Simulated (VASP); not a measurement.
# BeCd3S4 (I-42m) in VASP: single point with PBE

Aim: the single point of BeCd3S4 with PBE.

Everything below comes from runs of VASP 6.6.1. Logs are shortened: lines on timing, memory, paths and dates and some standing lists are left out, and cuts for length are marked.

**1. The cell of the first run**

Symmetry: I-42m, No. 121, tetragonal system. Conventional cell: a = 5.667 Å, b = 5.667 Å, c = 11.203 Å, α = 90.00°, β = 90.00°, γ = 90.00°. Be (site symmetry -42m) has 4 S at 2.14 Å within 2.8 Å. Cd (site symmetry -4) has 4 S at 2.55 Å within 3.4 Å. Cd (site symmetry -42m) has 4 S at 2.58 Å within 3.4 Å. Within 2.8 Å of S (site symmetry m) lie 1 Be at 2.14 Å and 3 Cd at 2.55 to 2.58 Å.

**2. Single point, PBE**

File INCAR:

```
SYSTEM = BeCd3S4
ALGO = Normal ; EDIFF = 1E-6
ENCUT = 520 ; GGA = PE
ISIF = 2 ; ISMEAR = 0
LASPH = .TRUE. ; LCHARG = .TRUE.
LELF = .TRUE. ; LREAL = .FALSE.
LVHAR = .TRUE. ; LWAVE = .FALSE.
NBANDS = 41 ; NELM = 100
PREC = Accurate ; SIGMA = 0.02
```

File KPOINTS:

```
k-points
0
G
  8 8 8
  0 0 0
```

File POSCAR:

```
BeCd3S4
1.0
   -2.8334579541      2.8334579541      5.6014746695
    2.8334579541     -2.8334579541      5.6014746695
    2.8334579541      2.8334579541     -5.6014746695
Be Cd S
1 3 4
Direct
    0.0000000000      0.0000000000      0.0000000000
    0.7500000000      0.2500000000      0.5000000000
    0.5000000000      0.5000000000      0.0000000000
    0.2500000000      0.7500000000      0.5000000000
    0.6714030359      0.1066557472      0.0000000000
    0.8933442528      0.8933442528      0.5647472887
    0.3285969641      0.3285969641      0.4352527113
    0.1066557472      0.6714030359      0.0000000000
```

Potentials or basis: VASP PAW PBE potentials, release 64 (Be, Cd, S).

The run is started by

```sh
$ cat potpaw_PBE.64/Be/POTCAR potpaw_PBE.64/Cd/POTCAR potpaw_PBE.64/S/POTCAR > POTCAR
$ mpirun -np 1 vasp_std > vasp.out
```

OUTCAR:

```text
SYSTEM = BeCd3S4
   EDIFF = 1E-6
   ENCUT = 520
   GGA = PE
   ISIF = 2
   ISMEAR = 0
   LASPH = .TRUE.
   LREAL = .FALSE.
   NELM = 100
   PREC = Accurate

 ion  position               nearest neighbor table
   1  0.000  0.000  0.000-   6 2.14   7 2.14   5 2.14   8 2.14
   2  0.750  0.250  0.500-   6 2.55   7 2.55   8 2.55   5 2.55
   3  0.500  0.500  0.000-   6 2.58   5 2.58   8 2.58   7 2.58
   4  0.250  0.750  0.500-   5 2.55   6 2.55   7 2.55   8 2.55
   5  0.671  0.107  0.000-   1 2.14   2 2.55   4 2.55   3 2.58
   6  0.893  0.893  0.565-   1 2.14   2 2.55   4 2.55   3 2.58
   7  0.329  0.329  0.435-   1 2.14   2 2.55   4 2.55   3 2.58
   8  0.107  0.671  0.000-   1 2.14   4 2.55   2 2.55   3 2.58

  LATTYP: Found a body centered tetragonal cell.
 ALAT       =     5.6669159082
 C/A-ratio  =     1.9769041081

  Lattice vectors:

 A1 = (  -2.8334579541,   2.8334579541,   5.6014746695)
 A2 = (   2.8334579541,  -2.8334579541,   5.6014746695)
 A3 = (   2.8334579541,   2.8334579541,  -5.6014746695)

Analysis of symmetry for initial positions (statically):
=====================================================================
 Subroutine PRICEL returns:
 Original cell was already a primitive cell.

 Routine SETGRP: Setting up the symmetry group for a
 body centered tetragonal supercell.

 Subroutine GETGRP returns: Found  8 space group operations
 (whereof  8 operations were pure point group operations)
 out of a pool of 16 trial point group operations.

The static configuration has the point symmetry D_2d.

Analysis of symmetry for dynamics (positions and initial velocities):
=====================================================================
 Subroutine PRICEL returns:
 Original cell was already a primitive cell.

 Routine SETGRP: Setting up the symmetry group for a
 body centered tetragonal supercell.

 Subroutine GETGRP returns: Found  8 space group operations
 (whereof  8 operations were pure point group operations)
 out of a pool of 16 trial point group operations.

The dynamic configuration has the point symmetry D_2d.

 Subroutine INISYM returns: Found  8 space group operations
 (whereof  8 operations are pure point group operations),
 and found     1 'primitive' translations

----------------------------------------------------------------------------------------

                                     Primitive cell

  volume of cell :     179.8854

  direct lattice vectors                    reciprocal lattice vectors
    -2.833457954  2.833457954  5.601474669     0.000000000  0.176462827  0.089262209
     2.833457954 -2.833457954  5.601474669     0.176462827  0.000000000  0.089262209
     2.833457954  2.833457954 -5.601474669     0.176462827  0.176462827  0.000000000

  length of vectors
     6.887197284  6.887197284  6.887197284     0.197754573  0.197754573  0.249556123

  position of ions in fractional coordinates (direct lattice)
     0.000000000  0.000000000  0.000000000
     0.750000000  0.250000000  0.500000000
     0.500000000  0.500000000  0.000000000
     0.250000000  0.750000000  0.500000000
     0.671403036  0.106655747  0.000000000
     0.893344253  0.893344253  0.564747289
     0.328596964  0.328596964  0.435252711
     0.106655747  0.671403036  0.000000000

  ion indices of the primitive-cell ions
   primitive index   ion index
                 1           1
                 2           2
                 3           3
                 4           4
                 5           5
                 6           6
                 7           7
                 8           8

----------------------------------------------------------------------------------------

 KPOINTS: k-points

Automatic generation of k-mesh.
 Grid dimensions read from file:
 generate k-points for:    8    8    8

 Generating k-lattice:

  Cartesian coordinates                     Fractional coordinates (reciprocal lattice)
     0.000000000  0.022057853  0.011157776     0.125000000 -0.000000000  0.000000000
     0.022057853  0.000000000  0.011157776    -0.000000000  0.125000000  0.000000000
     0.022057853  0.022057853  0.000000000     0.000000000  0.000000000  0.125000000

  Length of vectors
     0.024719322  0.024719322  0.031194515

  Shift w.r.t. Gamma in fractional coordinates (k-lattice)
     0.000000000  0.000000000  0.000000000

 Subroutine IBZKPT returns following result:
 ===========================================

 Found     59 irreducible k-points:

 Following reciprocal coordinates:
            Coordinates               Weight
  0.000000  0.000000  0.000000      1.000000
  0.125000  0.000000  0.000000      8.000000
  0.250000  0.000000  0.000000      8.000000
  0.375000  0.000000  0.000000      8.000000
  0.500000  0.000000  0.000000      4.000000
  0.125000  0.125000  0.000000      8.000000
[... 16 lines left out ...]
  0.250000  0.125000  0.125000     16.000000
  0.375000  0.125000  0.125000      8.000000
 [... further k-points ...]
   k-points           NKPTS =     59   k-points in BZ     NKDIM =     59   number of bands    NBANDS=     41
   number of dos      NEDOS =    301   number of ions     NIONS =      8
   total plane-waves  NPLWV = 157464
   dimension x,y,z NGX =    54 NGY =   54 NGZ =   54
   dimension x,y,z NGXF=   108 NGYF=  108 NGZF=  108
   ions per type =               1   3   4
   NGX,Y,Z   is equivalent  to a cutoff of  13.03, 13.03, 13.03 a.u.
   NGXF,Y,Z  is equivalent  to a cutoff of  26.07, 26.07, 26.07 a.u.
 SYSTEM =  BeCd3S4
   PREC   = accura    normal or accurate (medium, high low for compatibility)
   ISTART =      0    job   : 0-new  1-cont  2-samecut
   ICHARG =      2    charge: 1-file 2-atom 10-const
   ISPIN  =      1    spin polarized calculation?
   LNONCOLLINEAR =      F non collinear calculations
   LSORBIT =      F    spin-orbit coupling
   LASPH  =      T    aspherical Exc in radial PAW
   ENCUT  =  520.0 eV  38.22 Ry    6.18 a.u.  12.81 12.81 12.81*2*pi/ulx,y,z
   NELM   =    100;   NELMIN=  2; NELMDL= -5     # of ELM steps
   EDIFF  = 0.1E-05   stopping-criterion for ELM
   LREAL  =      F    real-space projection
   EDIFFG = 0.1E-04   stopping-criterion for IOM
   NSW    =      0    number of steps for IOM
   IBRION =     -1    ionic relax: 0-MD 1-quasi-New 2-CG
   NFREE  =      0    steps in history (QN), initial steepest desc. (CG)
   ISIF   =      2    stress and relaxation
   ISYM   =      2    0-nonsym 1-usesym 2-fastsym
   POTIM  = 0.5000    time-step for ionic-motion
   TEBEG  =    0.0;   TEEND  =   0.0 temperature during run
   PSTRESS=    0.0 pullay stress
   NELECT =      62.0000    total number of electrons
   NUPDOWN=      -1.0000    fix difference up-down
   EMIN   =  10.00;   EMAX   =-10.00  energy-range for DOS
   EFERMI =   0.00;   METHOD = LEGACY
   ISMEAR =     0;   SIGMA  =   0.02  broadening in eV -4-tet -1-fermi 0-gaus
   EFERMI_NEDOS =   21; number of points for ismear=-14 and -15
   IALGO  =     38    algorithm
   IMIX   =      4    mixing-type and parameters
     AMIX     =   0.40;   BMIX     =  1.00
     AMIX_MAG =   1.60;   BMIX_MAG =  1.00
  volume/ion in A,a.u.               =      22.49       151.74
  Fermi-wavevector in a.u.,A,eV,Ry     =   1.147819  2.169063 17.925520  1.317489
  Thomas-Fermi vector in A             =   2.284497
   LORBIT       =      0    0 simple, 1 ext, 2 COOP (PROOUT), +10 PAW based schemes
   GGA     = PE    functional components
   LHFCALC =     F    Hartree Fock is set to
   AEXX    =    0.0000 exact exchange contribution
   IVDW    =     0    specifies the selected vdW correction
   LEPSILON=     F    determine dielectric tensor
   LRPA    =     F    only Hartree local field effects (RPA)
 non-spin polarized calculation
 Gauss-broadening in eV      SIGMA  =   0.02
  energy-cutoff  :      520.00
  volume of cell :      179.89
 maximum number of plane-waves:      4893
 NGX is ok and might be reduce to    54
   NGX = 25   NGY = 25   NGZ = 25

 number of electron      61.9999987 magnetization

 Free energy of the ion-electron system (eV)
  ---------------------------------------------------
  ext. energy  EPLUGINS =         0.00000000
  ---------------------------------------------------
  free energy    TOTEN  =       -28.19114941 eV

  energy without entropy =      -28.19114941  energy(sigma->0) =      -28.19114941

 E-fermi :   1.6990     XC(G=0):  -9.2313

 val. band max:        1.6121535279   @ k =   0.0000   0.0000   0.0000
 cond. band min:       3.2434922203   @ k =   0.0000   0.0000   0.0000
 fundamental gap:      1.6313386924
 Fermi energy:         1.6990142139

 k-point     1 :       0.0000    0.0000    0.0000
  band No.  band energies     occupation
      1     -10.8485      2.00000
      2      -9.9575      2.00000
      3      -9.9414      2.00000
      4      -9.9414      2.00000
      5      -5.9515      2.00000
      6      -5.9130      2.00000
[... 33 lines left out ...]
     40       7.9888      0.00000
     41       8.7250      0.00000

 k-point     2 :       0.1250    0.0000    0.0000
  band No.  band energies     occupation
      1     -10.8154      2.00000
      2      -9.9692      2.00000
      3      -9.9587      2.00000
      4      -9.9490      2.00000
      5      -5.9463      2.00000
      6      -5.9186      2.00000
[... 33 lines left out ...]
     40       8.1582      0.00000
     41       8.7559      0.00000

 k-point     3 :       0.2500    0.0000    0.0000
  band No.  band energies     occupation
      1     -10.7242      2.00000
      2     -10.0323      2.00000
      3      -9.9780      2.00000
      4      -9.9665      2.00000
      5      -5.9317      2.00000
      6      -5.9191      2.00000
[... 33 lines left out ...]
     40       8.5853      0.00000
     41       8.8956      0.00000

 k-point     4 :       0.3750    0.0000    0.0000
  band No.  band energies     occupation
      1     -10.6040      2.00000
      2     -10.1282      2.00000
      3      -9.9941      2.00000
      4      -9.9831      2.00000
      5      -5.9239      2.00000
      6      -5.8786      2.00000
[... 825 lines left out ...]
     40       8.3453      0.00000
     41       8.8217      0.00000

 k-point    23 :       0.2500    0.1250    0.1250
  band No.  band energies     occupation
      1     -10.5441      2.00000
      2     -10.1170      2.00000
      3     -10.0325      2.00000
      4     -10.0074      2.00000
      5      -5.9050      2.00000
      6      -5.8701      2.00000
[... 33 lines left out ...]
     40       8.5707      0.00000
     41       9.0050      0.00000

 k-point    24 :       0.3750    0.1250    0.1250
  band No.  band energies     occupation
      1     -10.4915      2.00000
      2     -10.1546      2.00000
      3     -10.0350      2.00000
      4     -10.0203      2.00000
      5      -5.8933      2.00000
      6      -5.8634      2.00000
[... 33 lines left out ...]
     40       8.5957      0.00000
     41       9.0257      0.00000

 [... further k-points ...]
[... 5 lines left out ...]
  --------------------------------------------------------------------------------------
  -------------------------------------------------------------------------------------
  Total        0.2935741      0.2935741      0.2929471      0.0000000     -0.0000000      0.0000000
  in kB        2.6147633      2.6147633      2.6091787      0.0000000     -0.0000000      0.0000000
  external PRESSURE =       2.6129018 kB  Pullay stress =       0.0000000 kB

 VOLUME and BASIS-vectors are now :
 -----------------------------------------------------------------------------
  energy-cutoff  :      520.00
  volume of cell :      179.89
      direct lattice vectors                 reciprocal lattice vectors
    -2.833457954  2.833457954  5.601474669     0.000000000  0.176462827  0.089262209
     2.833457954 -2.833457954  5.601474669     0.176462827  0.000000000  0.089262209
     2.833457954  2.833457954 -5.601474669     0.176462827  0.176462827  0.000000000

 POSITION                                       TOTAL-FORCE (eV/Angst)
 -----------------------------------------------------------------------------------
      0.00000      0.00000      0.00000        -0.000000     -0.000000      0.000000
      0.00000      2.83346      2.80074        -0.000000     -0.000000      0.000000
      0.00000      0.00000      5.60147        -0.000000     -0.000000      0.000000
      2.83346      0.00000      2.80074        -0.000000     -0.000000      0.000000
     -1.60019      1.60019      4.35828        -0.019200      0.019200      0.021443
      1.60019      1.60019      6.84467         0.019200      0.019200     -0.021443
      1.23327      1.23327      1.24320        -0.019200     -0.019200     -0.021443
      1.60019     -1.60019      4.35828         0.019200     -0.019200      0.021443
 -----------------------------------------------------------------------------------
    total drift:                               -0.000005     -0.000005     -0.000004

  FREE ENERGIE OF THE ION-ELECTRON SYSTEM (eV)
  ---------------------------------------------------
  free  energy   TOTEN  =       -28.1911494056 eV

  energy  without entropy=      -28.1911494056  energy(sigma->0) =      -28.19114941
```

It took 17 min on 1 thread of Oxide Virtual Turin-like, shared host; peak memory 0.56 GiB.

Results:

- Free energy: -28.1911 eV
- Pressure: 0.3 GPa
- Largest force: 0.035 eV/Å
- Band gap on the k mesh: 1.63 eV, direct

Forces in eV/Å, atoms in the order of the input:
```
Be   0.000  0.000  0.000
Cd   0.000  0.000  0.000
Cd   0.000  0.000  0.000
Cd   0.000  0.000  0.000
S   -0.019  0.019  0.021
S    0.019  0.019 -0.021
S   -0.019 -0.019 -0.021
S    0.019 -0.019  0.021
```

A k mesh can miss the band edges.
